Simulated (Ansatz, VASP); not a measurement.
## One calculation of Be4ZnSe, two programs

INCAR

```
PREC = Accurate ; ENCUT = 600
EDIFF = 1E-7 ; ISMEAR = 0
SIGMA = 0.2 ; LREAL = F
LASPH = T ; NELM = 120
ALGO = Normal ; ISIF = 3
LWAVE = F ; LCHARG = F
GGA = PE ; IBRION = 2
NSW = 36 ; EDIFFG = -0.08
GGA_COMPAT = F ; NELMIN = 4
```

File KPOINTS:

```
Automatic mesh
0
Gamma
  4 4 3
```

The input POSCAR:

```
Be4ZnSe
1.0
    3.7051265300      0.0000000000      0.0000000000
    0.0000000000      3.7051265300      0.0000000000
    0.0000000000      0.0000000000      5.0576071000
Be Zn Se
4 1 1
Direct
    0.2438400500      0.2438400500      0.9753164800
    0.7561599500      0.7561599500      0.9753164800
    0.7561599500      0.2438400500      0.9753164800
    0.2438400500      0.7561599500      0.9753164800
    0.0000000000      0.0000000000      0.3832041200
    0.5000000000      0.5000000000      0.7138519600
```

Input for Ansatz:

```yaml
crystal:
  lattice:
    - [3.70512653, 0.0, 0.0]
    - [0.0, 3.70512653, 0.0]
    - [0.0, 0.0, 5.0576071]
  atoms:
    - { symbol: Be, position: [0.24384005, 0.24384005, 0.97531648] }
    - { symbol: Be, position: [0.75615995, 0.75615995, 0.97531648] }
    - { symbol: Be, position: [0.75615995, 0.24384005, 0.97531648] }
    - { symbol: Be, position: [0.24384005, 0.75615995, 0.97531648] }
    - { symbol: Zn, position: [0.0, 0.0, 0.38320412] }
    - { symbol: Se, position: [0.5, 0.5, 0.71385196] }
basis:
  ecutwfc: 420
kpoints:
  mp_grid: { grid: [4, 4, 3] }
hamiltonian:
  xc: pbe
scf:
  occupations: { method: gaussian, width: 0.2 }
  lower_state_search: "off"
output:
  forces: true
  stress: true
  eigenvalues: true
relax:
  adjacent_minimum: "off"
  f_tol: 0.08
  max_steps: 16
  cell: { stress_tol: 0.8 }
```

Alike in both runs: task relaxation of cell and atoms; functional PBE; k mesh 4 × 4 × 3; occupations gaussian, width 0.2 eV; no spin polarisation.

|  | VASP | Ansatz |
| --- | --- | --- |
| version | VASP 6.6.1 | Ansatz 0.2.0 |
| potentials or method | VASP PAW PBE potentials, release 64 (Be, Zn, Se), cutoff 600 eV | scalar-relativistic, plane waves, PAW |
| valence electrons in the cell | 26 | 36 |

```tsv
	VASP	Ansatz	Ansatz less VASP
gap on the k mesh at the Fermi level, each at its own relaxed structure (eV)	none	none	-
relaxed volume (Å³/atom)	13.17	12.55	-0.622
relaxed length of the cell vector where the two differ most in proportion (Å)	3.926	4.191	+0.2651
```

A gap of «none» marks a metal or a gap that the smearing closes. One of these differences is far larger than is usual between the two programs; its cause wasn't traced. VASP's potentials hold 26 valence electrons a cell and Ansatz's 36, so a difference there can come from the potentials and not from the codes.

The k mesh is coarse, so the values compare programs but aren't converged.
